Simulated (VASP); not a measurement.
# InP (scanv) (F-43m) in VASP: further runs, part 3 of 3

VASP 6.6.1.

## (4) Relaxation of cell and atoms, r2SCAN+rVV10

File POSCAR:

```
InP
1.0
    0.0000000000      2.9519763900      2.9519763900
    2.9519763900      0.0000000000      2.9519763900
    2.9519763900      2.9519763900      0.0000000000
In P
1 1
Direct
    0.0000000000      0.0000000000      0.0000000000
    0.7500000000      0.7500000000      0.7500000000
```

File INCAR.step1:

```
SYSTEM = InP
PREC = Accurate
ENCUT = 600
ISMEAR = 0
SIGMA = 0.02
LREAL = .False.
LASPH = .True.
NELM = 60
GGA = PE
ALGO = Normal
EDIFF = 1E-4
LWAVE = .True.
LCHARG = .False.
```

File INCAR.step2:

```
SYSTEM = InP
PREC = Accurate
ENCUT = 600
EDIFF = 1E-6
ISMEAR = 0
SIGMA = 0.02
LREAL = .False.
LASPH = .True.
NELM = 60
ALGO = Normal
ISIF = 3
LWAVE = .False.
LCHARG = .False.
METAGGA = R2SCAN
LMIXTAU = .True.
LUSE_VDW = .True.
IVDW_NL = 2
BPARAM = 11.95
CPARAM = 0.0093
IBRION = 2
NSW = 100
EDIFFG = -0.002
ISTART = 1
```

File KPOINTS:

```
Automatic mesh
0
Gamma
  8 8 8
  0 0 0
```

Potentials or basis: VASP PAW PBE potentials, release 64 (In_d, P).

On the command line:

```sh
cat potpaw_PBE.64/In_d/POTCAR potpaw_PBE.64/P/POTCAR > POTCAR
cp INCAR.step1 INCAR
mpirun -np 1 vasp_std > vasp.out
cp INCAR.step2 INCAR
mpirun -np 1 vasp_std > vasp.out
```

OUTCAR:

```text
SYSTEM = InP
   PREC = Accurate
   ENCUT = 600
   EDIFF = 1E-6
   ISMEAR = 0
   LREAL = .False.
   LASPH = .True.
   NELM = 60
   ISIF = 3
   METAGGA = R2SCAN
   IVDW_NL = 2
   BPARAM = 11.95
   IBRION = 2
   NSW = 100
   EDIFFG = -0.002
   ISTART = 1

 ion  position               nearest neighbor table
   1  0.000  0.000  0.000-   2 2.56   2 2.56   2 2.56   2 2.56
   2  0.750  0.750  0.750-   1 2.56   1 2.56   1 2.56   1 2.56

  LATTYP: Found a face centered cubic cell.
 ALAT       =     5.9039527800

  Lattice vectors:

 A1 = (   0.0000000000,   2.9519763900,   2.9519763900)
 A2 = (   2.9519763900,   0.0000000000,   2.9519763900)
 A3 = (   2.9519763900,   2.9519763900,   0.0000000000)

Analysis of symmetry for initial positions (statically):
=====================================================================
 Subroutine PRICEL returns:
 Original cell was already a primitive cell.

 Routine SETGRP: Setting up the symmetry group for a
 face centered cubic supercell.

 Subroutine GETGRP returns: Found 24 space group operations
 (whereof 24 operations were pure point group operations)
 out of a pool of 48 trial point group operations.

The static configuration has the point symmetry T_d .

Analysis of symmetry for dynamics (positions and initial velocities):
=====================================================================
 Subroutine PRICEL returns:
 Original cell was already a primitive cell.

 Routine SETGRP: Setting up the symmetry group for a
 face centered cubic supercell.

 Subroutine GETGRP returns: Found 24 space group operations
 (whereof 24 operations were pure point group operations)
 out of a pool of 48 trial point group operations.

The dynamic configuration has the point symmetry T_d .

 Subroutine INISYM returns: Found 24 space group operations
 (whereof 24 operations are pure point group operations),
 and found     1 'primitive' translations
[... 129 lines left out ...]
 non-spin polarized calculation
 Gauss-broadening in eV      SIGMA  =   0.02
  energy-cutoff  :      600.00
  volume of cell :       51.45
 maximum number of plane-waves:      1759
 NGX is ok and might be reduce to    36
   NGX = 17   NGY = 17   NGZ = 17

--------------------------------------- Ionic step        1  -------------------------------------------

 number of electron      17.9999998 magnetization

 Free energy of the ion-electron system (eV)
  ---------------------------------------------------
  ext. energy  EPLUGINS =         0.00000000
  ---------------------------------------------------
  free energy    TOTEN  =       -31.81136660 eV

  energy without entropy =      -31.81136660  energy(sigma->0) =      -31.81136660

------------------------ aborting loop because EDIFF is reached ----------------------------------------

  FORCE on cell =-STRESS in cart. coord.  units (eV):
  Direction    XX          YY          ZZ          XY          YZ          ZX
  --------------------------------------------------------------------------------------
  -------------------------------------------------------------------------------------
  Total       -0.2050946     -0.2050946     -0.2050946      0.0000000     -0.0000000      0.0000000
  in kB       -6.3869897     -6.3869897     -6.3869897      0.0000000     -0.0000000      0.0000000
  external PRESSURE =      -6.3869897 kB  Pullay stress =       0.0000000 kB
[... 95 lines left out ...]
--------------------------------------- Ionic step        4  -------------------------------------------

 number of electron      17.9999998 magnetization

 Free energy of the ion-electron system (eV)
  ---------------------------------------------------
  ext. energy  EPLUGINS =         0.00000000
  ---------------------------------------------------
  free energy    TOTEN  =       -31.81233255 eV

  energy without entropy =      -31.81233255  energy(sigma->0) =      -31.81233255

 E-fermi :   4.9588     XC(G=0):  -9.8831

 val. band max:        4.8611310680   @ k =   0.0000   0.0000   0.0000
 cond. band min:       5.9267142178   @ k =   0.0000   0.0000   0.0000
 fundamental gap:      1.0655831498
 Fermi energy:         4.9588454292

 k-point     1 :       0.0000    0.0000    0.0000
  band No.  band energies     occupation
      1      -9.7529      2.00000
      2      -9.7529      2.00000
      3      -9.7529      2.00000
      4      -9.5798      2.00000
      5      -9.5798      2.00000
      6      -7.0588      2.00000
      7       4.8611      2.00000
      8       4.8611      2.00000
      9       4.8611      2.00000
     10       5.9267      0.00000
     11       9.2854      0.00000
     12       9.2854      0.00000
     13       9.2854      0.00000
[... 354 lines left out ...]
  band No.  band energies     occupation
      1      -9.8983      2.00000
      2      -9.6997      2.00000
      3      -9.6804      2.00000
      4      -9.5859      2.00000
      5      -9.5668      2.00000
      6      -4.9648      2.00000
      7      -0.7652      2.00000
      8       2.1264      2.00000
      9       3.1961      2.00000
     10       8.3510      0.00000
     11       9.3134      0.00000
     12      11.1310      0.00000
     13      12.4785      0.00000

 [... further k-points ...]
[... 5 lines left out ...]
  --------------------------------------------------------------------------------------
  -------------------------------------------------------------------------------------
  Total       -0.0029214     -0.0029214     -0.0029214      0.0000000     -0.0000000      0.0000000
  in kB       -0.0918095     -0.0918095     -0.0918095      0.0000000     -0.0000000      0.0000000
  external PRESSURE =      -0.0918095 kB  Pullay stress =       0.0000000 kB
[... 17 lines left out ...]
  FREE ENERGIE OF THE ION-ELECTRON SYSTEM (eV)
  ---------------------------------------------------
  free  energy   TOTEN  =       -31.8123325515 eV

  energy  without entropy=      -31.8123325515  energy(sigma->0) =      -31.81233255

 reached required accuracy - stopping structural energy minimisation
```

It took 5.7 min on 1 thread of Intel Xeon Platinum 8488C (Sapphire Rapids), shared host; peak memory 0.4 GiB.

What came out:

| Quantity | Value |
| --- | --- |
| Free energy | -31.8123 eV |
| Relaxed volume | 25.49 Å³/atom |
| Relaxed cell | a = 4.162 Å, b = 4.162 Å, c = 4.162 Å, α = 60.00°, β = 60.00°, γ = 60.00° |
| Space group after relaxing (to 0.05 Å) | F-43m (No. 216) |
| Energy gained by relaxing | 0.5 meV/atom |
| Ionic steps | 4 |
| Pressure after relaxing | 0.0 GPa |
| Band gap on the k mesh | 1.07 eV, direct |

The path:
```
step  energy change (eV)  largest force (eV/Å)  pressure (GPa)  volume (Å³)
   1              0.0000                0.0000           -0.64        51.45
   2             -0.0006                0.0000            0.41        50.69
   3             -0.0010                0.0000            0.02        50.97
   4             -0.0010                0.0000           -0.01        50.98
```

Final structure:
```xyz
2
Lattice="0.0000 2.9430 2.9430 2.9430 0.0000 2.9430 2.9430 2.9430 0.0000" Properties=species:S:1:pos:R:3 pbc="T T T"
In    0.0000    0.0000    0.0000
P     4.4146    4.4146    4.4146
```

Caveat: the PAW data sets were made with another functional, which shifts forces and pressure a little; spin-orbit coupling is left out, which moves the levels of the heavy elements. r2SCAN opens gaps a little over a GGA but as a rule still falls short of measured ones.

## (5) Summary

```csv
task,cell,k mesh,cutoff (eV),smearing,gap on the mesh (eV),pressure (GPa)
single point,"a = 4.175 Å, angles 60.0°, 2 atoms",6 × 6 × 6,520,gaussian 0.1 eV,1.01,-0.7
single point,"a = 4.162 Å, angles 60.0°, 2 atoms",8 × 8 × 8,520,gaussian 0.02 eV,1.06,-0.1
relaxation of cell and atoms,"relaxed from a = 4.175 Å, angles 60.0°, 2 atoms",8 × 8 × 8,600,gaussian 0.02 eV,1.07,0.0
```

Alike in all rows: level r2SCAN+rVV10; potentials or basis VASP PAW PBE potentials, release 64 (In_d, P); no spin polarisation.

Caveats: the PAW data sets were made with another functional, which shifts forces and pressure a little; spin-orbit coupling is left out, which moves the levels of the heavy elements.

Absolute energies hang on the potentials; compare differences alone.
